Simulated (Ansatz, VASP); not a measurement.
**Two plane-wave programs on Cu**

The input POSCAR:

```
Cu
1.0
    2.5340966698      0.0000000000      0.0000000000
   -1.2670483349      2.1945920917      0.0000000000
    0.0000000000      0.0000000000      4.1125710000
Cu
2
Direct
    0.6666666667      0.3333333333      0.7500000000
    0.3333333333      0.6666666667      0.2500000000
```

The input INCAR.step1:

```
SYSTEM = Cu
PREC = Accurate ; ENCUT = 520
EDIFF = 1E-5 ; ISMEAR = -1
SIGMA = 0.05 ; LREAL = .False.
LASPH = .True. ; NELM = 80
ALGO = Normal ; ISIF = 2
LWAVE = .True. ; LCHARG = .False.
GGA = PE ; NBANDS = 18
```

Contents of INCAR.step2:

```
SYSTEM = Cu
PREC = Accurate ; ENCUT = 520
EDIFF = 1E-7 ; ISMEAR = -1
SIGMA = 0.05 ; LREAL = .False.
LASPH = .True. ; NELM = 80
ALGO = Normal ; ISIF = 2
LWAVE = .False. ; LCHARG = .False.
METAGGA = R2SCAN ; LHFCALC = .True.
AEXX = 0.5 ; LMIXTAU = .True.
PRECFOCK = Normal ; ISTART = 1
NBANDS = 18
```

KPOINTS

```
regular mesh
0
Gamma
  6 6 4
  0 0 0
```

The input input:

```
crystal:
  lattice:
    - [2.5340966698, 0.0, 0.0]
    - [-1.2670483349, 2.1945920917, 0.0]
    - [0.0, 0.0, 4.112571]
  atoms:
    - { symbol: Cu, position: [0.6666666667, 0.3333333333, 0.75] }
    - { symbol: Cu, position: [0.3333333333, 0.6666666667, 0.25] }
hamiltonian:
  xc: r2scan50
  pseudopotentials: { kind: paw }
kpoints:
  mp_grid: { grid: [6, 6, 4] }
scf:
  occupations: { method: fermi_dirac, width: 0.05 }
output:
  forces: true
  stress: true
  eigenvalues: true
```

Alike in both runs: task single point; functional r2SCAN50; k mesh 6 × 6 × 4; occupations fermi-dirac, width 0.05 eV; no spin polarisation.

```csv
,VASP,Ansatz
version,VASP 6.6.1,Ansatz 0.2.0
potentials or method,"VASP PAW PBE potentials, release 64 (Cu)",Ansatz PAW
plane-wave cutoff (eV),520,500
valence electrons in the cell,22,38
```

|  | VASP | Ansatz | Ansatz less VASP |
| --- | --- | --- | --- |
| gap on the k mesh at the Fermi level (eV) | none | none | - |
| pressure (GPa) | 7.7 | 7.4 | -0.22 |
| traceless stress, the component that is largest in VASP (GPa) | -2.24 | -2.16 | +0.078 |

VASP's potentials were made for PBE, not for r2SCAN50. A gap of «none» marks a metal or a gap that the smearing closes. VASP's potentials hold 22 valence electrons a cell and Ansatz's 38, so a difference there can come from the potentials and not from the codes.

The k mesh is coarse, so the values compare programs but aren't converged.
